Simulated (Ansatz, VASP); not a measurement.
**One calculation of TePb, two programs**

Contents of INCAR:

```
SYSTEM = TePb
ALGO = Normal
EDIFF = 1E-7
ENCUT = 520
GGA = PE
ISIF = 2
ISMEAR = -1
LASPH = .True.
LCHARG = .True.
LELF = .True.
LREAL = .False.
LVHAR = .True.
LWAVE = .False.
NBANDS = 28
NELM = 80
PREC = Accurate
SIGMA = 0.02
```

The input KPOINTS:

```
k-points
0
Gamma
  6 6 4
  0 0 0
```

Contents of POSCAR:

```
TePb
1.0
    4.6611197186      0.0000000000      0.0000000000
   -2.3305598593      4.0366480864      0.0000000000
    0.0000000000      0.0000000000      8.1137694671
Pb Te
2 2
Direct
    0.0000000000      0.0000000000      0.0000000000
    0.0000000000      0.0000000000      0.5000000000
    0.3333333333      0.6666666667      0.2500000000
    0.6666666667      0.3333333333      0.7500000000
```

Input for Ansatz:

```yaml
crystal:
  lattice:
    - [4.6611197186, 0.0, 0.0]
    - [-2.3305598593, 4.0366480864, 0.0]
    - [0.0, 0.0, 8.1137694671]
  atoms:
    - { symbol: Pb, position: [0.0, 0.0, 0.0] }
    - { symbol: Pb, position: [0.0, 0.0, 0.5] }
    - { symbol: Te, position: [0.3333333333, 0.6666666667, 0.25] }
    - { symbol: Te, position: [0.6666666667, 0.3333333333, 0.75] }
kpoints:
  mp_grid: { grid: [6, 6, 4] }
hamiltonian:
  xc: pbe
scf:
  occupations: { method: fermi_dirac, width: 0.02 }
  n_extra_bands: 5
output:
  forces: true
  stress: true
  eigenvalues: true
```

Alike in both runs: task single point; functional PBE; k mesh 6 × 6 × 4; occupations fermi-dirac, width 0.02 eV; no spin polarisation.

|  | VASP | Ansatz |
| --- | --- | --- |
| version | VASP 6.6.1 | Ansatz 0.2.0 |
| potentials or method | VASP PAW PBE potentials, release 64 (Pb_d, Te) | plane waves, PAW |
| plane-wave cutoff (eV) | 520 | 420 |
| valence electrons in the cell | 40 | 60 |

Ansatz gave:

```
pressure (GPa)                                                : -1.9
traceless stress, the component that is largest in VASP (GPa) : -0.24
```

Question: Estimate VASP's values.

Answer: Pressure (GPa): -2.0; traceless stress, the component that is largest in VASP (GPa): -0.25.

VASP's potentials hold 40 valence electrons a cell and Ansatz's 60, so a difference there can come from the potentials and not from the codes.

Spin-orbit coupling is off throughout.
